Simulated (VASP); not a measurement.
Wanted: the native input for a VASP 6.6.1 run.

| Quantity | Value |
| --- | --- |
| Task | single point |
| Functional | PBE |
| Dispersion | D3(BJ) |
| Potentials or basis | VASP PAW PBE potentials, release 64 (Ba_sv, O) |
| Cutoff | 600 eV |
| k mesh | 5 × 5 × 5 |
| Occupations | gaussian, width 0.01 eV |
| Spin | no spin polarisation |
| Dipole correction | no |
| Further INCAR settings | ALGO = Normal; EDIFF = 1e-06; NBANDS = 15 |

The structure of BaO lies in POSCAR:

```
BaO
1.0
    0.0000000000      2.7315430680      2.7315430680
    2.7315430680      0.0000000000      2.7315430680
    2.7315430680      2.7315430680      0.0000000000
Ba O
1 1
Direct
    0.0000000000      0.0000000000      0.0000000000
    0.5000000000      0.5000000000      0.5000000000
```

These files were run (other wordings do the same):

INCAR

```
ALGO = Normal
EDIFF = 1E-6
ENCUT = 600
GGA = PE
GGA_COMPAT = F
ISIF = 2
ISMEAR = 0
IVDW = 12
LASPH = T
LCHARG = F
LREAL = F
LWAVE = F
NBANDS = 15
NELM = 120
PREC = Accurate
SIGMA = 0.01
```

KPOINTS

```
k-points
0
Gamma
  5 5 5
```

Potentials or basis: VASP PAW PBE potentials, release 64 (Ba_sv, O).

The run is started by

```console
$ cat potpaw_PBE.64/Ba_sv/POTCAR potpaw_PBE.64/O/POTCAR > POTCAR
$ mpirun -np 1 vasp_std > vasp.out
```

Results of the run:

```
Pressure                   : 4.8 GPa
Band gap on the k mesh     : 2.10 eV, indirect (least direct gap 2.27 eV)
Dispersion energy per atom : -0.237 eV
```

Caveat: spin-orbit coupling is left out, which moves the levels of the heavy elements.

It took 13 s on 1 thread of AMD EPYC 7R13 Processor (Zen 3) (shared host), peak memory 0.15 GiB.
